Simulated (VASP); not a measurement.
# Ti (I4/mmm) in VASP: notebook

Ti is run at these levels: PBEsol; tasks: single point.

Program: VASP 6.6.1. These are calculated values, not measurements. Logs are shortened: lines on timing, memory, paths and dates and some standing lists are left out, and cuts for length are marked.

## 1. The cell of the first run

Symmetry: I4/mmm, No. 139, tetragonal system. The conventional cell has a = 2.914 Å, b = 2.914 Å, c = 3.999 Å, α = 90.00°, β = 90.00°, γ = 90.00°. Ti (site symmetry 4/mmm) has 12 Ti at 2.87 to 2.91 Å within 3.8 Å.

## 2. Single point, PBEsol (strain +0.015 along x and y, -0.015 along z)

INCAR

```
PREC = Accurate
ENCUT = 520
EDIFF = 1E-7
ISMEAR = 0
SIGMA = 0.15
LREAL = F
LASPH = T
NELM = 60
ALGO = Normal
ISIF = 2
LWAVE = F
LCHARG = T
GGA = PS
LELF = T
LVHAR = T
NBANDS = 12
```

KPOINTS

```
Automatic mesh
0
Gamma
  10 10 10
```

POSCAR

```
Ti
1.0
    0.0000000000      2.0604500000      1.9995500000
    2.0604500000      0.0000000000      1.9995500000
    2.0604500000      2.0604500000      0.0000000000
Ti
1
Direct
    0.0000000000      0.0000000000      0.0000000000
```

Potentials or basis: VASP PAW PBE potentials, release 64 (Ti_sv).

On the command line:

```sh
cat potpaw_PBE.64/Ti_sv/POTCAR > POTCAR
mpirun -np 1 vasp_std > vasp.out
```

OUTCAR:

```text
PREC = Accurate
   ENCUT = 520
   EDIFF = 1E-7
   ISMEAR = 0
   LREAL = F
   LASPH = T
   NELM = 60
   ISIF = 2
   GGA = PS

 ion  position               nearest neighbor table
   1  0.000  0.000  0.000-

  LATTYP: Found a body centered tetragonal cell.
 ALAT       =     2.9139163346
 C/A-ratio  =     1.3724141467

  Lattice vectors:

 A1 = (   0.0000000000,  -2.0604500000,  -1.9995500000)
 A2 = (   0.0000000000,   2.0604500000,  -1.9995500000)
 A3 = (   2.0604500000,   0.0000000000,   1.9995500000)

Analysis of symmetry for initial positions (statically):
=====================================================================
 Subroutine PRICEL returns:
 Original cell was already a primitive cell.

 Routine SETGRP: Setting up the symmetry group for a
 body centered tetragonal supercell.

 Subroutine GETGRP returns: Found 16 space group operations
 (whereof 16 operations were pure point group operations)
 out of a pool of 16 trial point group operations.

The static configuration has the point symmetry D_4h.

Analysis of symmetry for dynamics (positions and initial velocities):
=====================================================================
 Subroutine PRICEL returns:
 Original cell was already a primitive cell.

 Routine SETGRP: Setting up the symmetry group for a
 body centered tetragonal supercell.

 Subroutine GETGRP returns: Found 16 space group operations
 (whereof 16 operations were pure point group operations)
 out of a pool of 16 trial point group operations.

The dynamic configuration has the point symmetry D_4h.

 Subroutine INISYM returns: Found 16 space group operations
 (whereof 16 operations are pure point group operations),
 and found     1 'primitive' translations

----------------------------------------------------------------------------------------

                                     Primitive cell

  volume of cell :      16.9780

  direct lattice vectors                    reciprocal lattice vectors
     0.000000000  2.060450000  1.999550000    -0.242665437  0.242665437  0.250056263
     2.060450000  0.000000000  1.999550000     0.242665437 -0.242665437  0.250056263
     2.060450000  2.060450000  0.000000000     0.242665437  0.242665437 -0.250056263

  length of vectors
     2.871176484  2.871176484  2.913916335     0.424618845  0.424618845  0.424618845

  position of ions in fractional coordinates (direct lattice)
     0.000000000  0.000000000  0.000000000

  ion indices of the primitive-cell ions
   primitive index   ion index
                 1           1

----------------------------------------------------------------------------------------

 KPOINTS: Automatic mesh

Automatic generation of k-mesh.
 Grid dimensions read from file:
 generate k-points for:   10   10   10

 Generating k-lattice:

  Cartesian coordinates                     Fractional coordinates (reciprocal lattice)
    -0.024266544  0.024266544  0.025005626     0.100000000  0.000000000  0.000000000
     0.024266544 -0.024266544  0.025005626     0.000000000  0.100000000  0.000000000
     0.024266544  0.024266544 -0.025005626     0.000000000  0.000000000  0.100000000

  Length of vectors
     0.042461884  0.042461884  0.042461884

  Shift w.r.t. Gamma in fractional coordinates (k-lattice)
     0.000000000  0.000000000  0.000000000

 Subroutine IBZKPT returns following result:
 ===========================================

 Found    102 irreducible k-points:

 Following reciprocal coordinates:
            Coordinates               Weight
  0.000000  0.000000  0.000000      1.000000
  0.100000  0.000000  0.000000      8.000000
  0.200000  0.000000  0.000000      8.000000
  0.300000 -0.000000  0.000000      8.000000
  0.400000  0.000000  0.000000      8.000000
  0.500000  0.000000  0.000000      4.000000
[... 16 lines left out ...]
  0.300000  0.300000  0.000000      2.000000
  0.400000  0.300000  0.000000      8.000000
 [... further k-points ...]
   k-points           NKPTS =    102   k-points in BZ     NKDIM =    102   number of bands    NBANDS=     12
   number of dos      NEDOS =    301   number of ions     NIONS =      1
   total plane-waves  NPLWV =  13824
   dimension x,y,z NGX =    24 NGY =   24 NGZ =   24
   dimension x,y,z NGXF=    48 NGYF=   48 NGZF=   48
   ions per type =               1
   NGX,Y,Z   is equivalent  to a cutoff of  13.90, 13.90, 13.69 a.u.
   NGXF,Y,Z  is equivalent  to a cutoff of  27.79, 27.79, 27.39 a.u.
 SYSTEM =  unknown system
   PREC   = accura    normal or accurate (medium, high low for compatibility)
   ISTART =      0    job   : 0-new  1-cont  2-samecut
   ICHARG =      2    charge: 1-file 2-atom 10-const
   ISPIN  =      1    spin polarized calculation?
   LNONCOLLINEAR =      F non collinear calculations
   LSORBIT =      F    spin-orbit coupling
   LASPH  =      T    aspherical Exc in radial PAW
   ENCUT  =  520.0 eV  38.22 Ry    6.18 a.u.   5.34  5.34  5.42*2*pi/ulx,y,z
   NELM   =     60;   NELMIN=  2; NELMDL= -5     # of ELM steps
   EDIFF  = 0.1E-06   stopping-criterion for ELM
   LREAL  =      F    real-space projection
   EDIFFG = 0.1E-05   stopping-criterion for IOM
   NSW    =      0    number of steps for IOM
   IBRION =     -1    ionic relax: 0-MD 1-quasi-New 2-CG
   NFREE  =      0    steps in history (QN), initial steepest desc. (CG)
   ISIF   =      2    stress and relaxation
   ISYM   =      2    0-nonsym 1-usesym 2-fastsym
   POTIM  = 0.5000    time-step for ionic-motion
   TEBEG  =    0.0;   TEEND  =   0.0 temperature during run
   PSTRESS=    0.0 pullay stress
   NELECT =      12.0000    total number of electrons
   NUPDOWN=      -1.0000    fix difference up-down
   EMIN   =  10.00;   EMAX   =-10.00  energy-range for DOS
   EFERMI =   0.00;   METHOD = LEGACY
   ISMEAR =     0;   SIGMA  =   0.15  broadening in eV -4-tet -1-fermi 0-gaus
   EFERMI_NEDOS =   21; number of points for ismear=-14 and -15
   IALGO  =     38    algorithm
   IMIX   =      4    mixing-type and parameters
     AMIX     =   0.40;   BMIX     =  1.00
     AMIX_MAG =   1.60;   BMIX_MAG =  1.00
  volume/ion in A,a.u.               =      16.98       114.57
  Fermi-wavevector in a.u.,A,eV,Ry     =   1.458276  2.755742 28.933732  2.126569
  Thomas-Fermi vector in A             =   2.574980
   LORBIT       =      0    0 simple, 1 ext, 2 COOP (PROOUT), +10 PAW based schemes
   GGA     = PS    functional components
   LHFCALC =     F    Hartree Fock is set to
   AEXX    =    0.0000 exact exchange contribution
   IVDW    =     0    specifies the selected vdW correction
   LEPSILON=     F    determine dielectric tensor
   LRPA    =     F    only Hartree local field effects (RPA)
 non-spin polarized calculation
 Gauss-broadening in eV      SIGMA  =   0.15
  energy-cutoff  :      520.00
  volume of cell :       16.98
 maximum number of plane-waves:       473
 NGX is ok and might be reduce to    24
   NGX = 11   NGY = 11   NGZ = 11

 number of electron      12.0000004 magnetization

 Free energy of the ion-electron system (eV)
  ---------------------------------------------------
  ext. energy  EPLUGINS =         0.00000000
  ---------------------------------------------------
  free energy    TOTEN  =        -8.28863064 eV

  energy without entropy =       -8.26902248  energy(sigma->0) =       -8.27882656

 E-fermi :   8.3395     XC(G=0): -11.7441

 val. band max:        8.3311619842   @ k =  -0.2000   0.0000   0.1000
 cond. band min:       8.3531613545   @ k =  -0.3000   0.3000   0.0000
 fundamental gap:      0.0219993702
 Fermi energy:         8.3395390959

 k-point     1 :       0.0000    0.0000    0.0000
  band No.  band energies     occupation
      1     -48.0960      2.00000
      2     -24.0237      2.00000
      3     -24.0237      2.00000
      4     -24.0195      2.00000
      5       2.1849      2.00000
      6       9.1567      0.00000
      7       9.1567      0.00000
      8       9.3945      0.00000
      9      10.7645      0.00000
     10      11.0386      0.00000
     11      23.7469      0.00000
     12      28.0302      0.00000

 k-point     2 :       0.1000    0.0000    0.0000
  band No.  band energies     occupation
      1     -48.0831      2.00000
      2     -24.0946      2.00000
      3     -24.0341      2.00000
      4     -24.0285      2.00000
      5       2.5127      2.00000
      6       9.0157      0.00000
      7       9.2675      0.00000
      8       9.4517      0.00000
      9      10.7080      0.00000
     10      10.9579      0.00000
     11      23.9790      0.00000
     12      26.2490      0.00000

 k-point     3 :       0.2000    0.0000    0.0000
  band No.  band energies     occupation
      1     -48.0491      2.00000
      2     -24.2813      2.00000
      3     -24.0613      2.00000
      4     -24.0483      2.00000
      5       3.4163      2.00000
      6       8.6041      0.01262
      7       9.4086      0.00000
      8       9.6169      0.00000
      9      10.7571      0.00000
     10      10.9065      0.00000
     11      22.8719      0.00000
     12      24.7464      0.00000
[... 286 lines left out ...]
 k-point    23 :       0.3000    0.3000    0.0000
  band No.  band energies     occupation
      1     -47.9711      2.00000
      2     -24.4826      2.00000
      3     -24.2071      2.00000
      4     -24.2071      2.00000
      5       5.2378      2.00000
      6       7.3567      2.00000
      7       9.6260      0.00000
      8      10.8241      0.00000
      9      10.8241      0.00000
     10      11.5492      0.00000
     11      23.0754      0.00000
     12      23.0754      0.00000

 k-point    24 :       0.4000    0.3000    0.0000
  band No.  band energies     occupation
      1     -47.9431      2.00000
      2     -24.5795      2.00000
      3     -24.2563      2.00000
      4     -24.2388      2.00000
      5       5.7789      2.00000
      6       7.0833      2.00000
      7       9.5249      0.00000
      8      10.9541      0.00000
      9      11.8550      0.00000
     10      11.9564      0.00000
     11      20.6432      0.00000
     12      22.1901      0.00000

 [... further k-points ...]
[... 5 lines left out ...]
  --------------------------------------------------------------------------------------
  -------------------------------------------------------------------------------------
  Total       -0.2784974     -0.2784974     -0.1533635      0.0000000      0.0000000     -0.0000000
  in kB      -26.2812110    -26.2812110    -14.4725905      0.0000000      0.0000000     -0.0000000
  external PRESSURE =     -22.3450042 kB  Pullay stress =       0.0000000 kB

 VOLUME and BASIS-vectors are now :
 -----------------------------------------------------------------------------
  energy-cutoff  :      520.00
  volume of cell :       16.98
      direct lattice vectors                 reciprocal lattice vectors
     0.000000000  2.060450000  1.999550000    -0.242665437  0.242665437  0.250056263
     2.060450000  0.000000000  1.999550000     0.242665437 -0.242665437  0.250056263
     2.060450000  2.060450000  0.000000000     0.242665437  0.242665437 -0.250056263

 POSITION                                       TOTAL-FORCE (eV/Angst)
 -----------------------------------------------------------------------------------
      0.00000      0.00000      0.00000         0.000000     -0.000000      0.000000
 -----------------------------------------------------------------------------------
    total drift:                               -0.000000      0.000000     -0.000000

  FREE ENERGIE OF THE ION-ELECTRON SYSTEM (eV)
  ---------------------------------------------------
  free  energy   TOTEN  =        -8.2886306379 eV

  energy  without entropy=       -8.2690224775  energy(sigma->0) =       -8.27882656
```

It took 39 s on 1 thread of Intel Xeon 6975P-C, shared host; peak memory 0.15 GiB.

What came out:

```yaml
Free_energy: -8.2886 eV
Pressure: -2.2 GPa
Band_gap_on_the_k_mesh: zero (band 6 reaches 9.16 eV, above the bottom of band 7 at 8.03 eV)
```

Caveat: the cell differs from its parent crystal (strain +0.015 along x and y, -0.015 along z); the PAW data sets were made with another functional, which shifts forces and pressure a little.

## 3. Single point, PBEsol (strain +0.000 along x and y, +0.030 along z)

INCAR

```
SYSTEM = Ti
PREC = Accurate
ENCUT = 520
EDIFF = 1E-7
ISMEAR = 0
SIGMA = 0.15
LREAL = .FALSE.
LASPH = .TRUE.
NELM = 80
ALGO = Fast
ISIF = 2
LWAVE = .FALSE.
LCHARG = .FALSE.
GGA = PS
NBANDS = 12
```

KPOINTS

```
regular mesh
0
G
  10 10 10
  0 0 0
```

POSCAR

```
Ti
1.0
    0.0000000000      2.0300000000      2.0909000000
    2.0300000000      0.0000000000      2.0909000000
    2.0300000000      2.0300000000      0.0000000000
Ti
1
Direct
    0.0000000000      0.0000000000      0.0000000000
```

Potentials or basis: VASP PAW PBE potentials, release 64 (Ti_sv).

On the command line:

```sh
cat potpaw_PBE.64/Ti_sv/POTCAR > POTCAR
mpirun -np 1 vasp_std > vasp.out
```

Wall time 88 s (1 thread of Intel Xeon 6975P-C, shared host); peak memory 0.15 GiB.

Results (log left out):

```
Free energy            : -8.2840 eV
Pressure               : -3.8 GPa
Band gap on the k mesh : zero (band 6 reaches 8.91 eV, above the bottom of band 7 at 7.91 eV)
```

Stress tensor (GPa, compression positive):
```
-3.39  0.00  0.00
 0.00 -3.39  0.00
 0.00  0.00 -4.50
```

Levels at points of the mesh, in eV from the Fermi level:
```
           k point  band 4  band 5  band 6  band 7  band 8  band 9
(0.00, 0.00, 0.00)  -32.40   -6.12    0.73    0.97    0.97    2.38
(0.50, 0.00, 0.00)  -32.48   -2.61    0.63    0.66    0.89    3.57
(0.50, 0.50, 0.00)  -32.62   -2.62   -1.69    2.52    3.62    3.91
(0.50, 0.00, 0.50)  -32.64   -2.60   -1.74    3.06    3.60    3.82
```

Caveat: the cell differs from its parent crystal (strain +0.000 along x and y, +0.030 along z); the PAW data sets were made with another functional, which shifts forces and pressure a little.

[end of part 1 of 2]
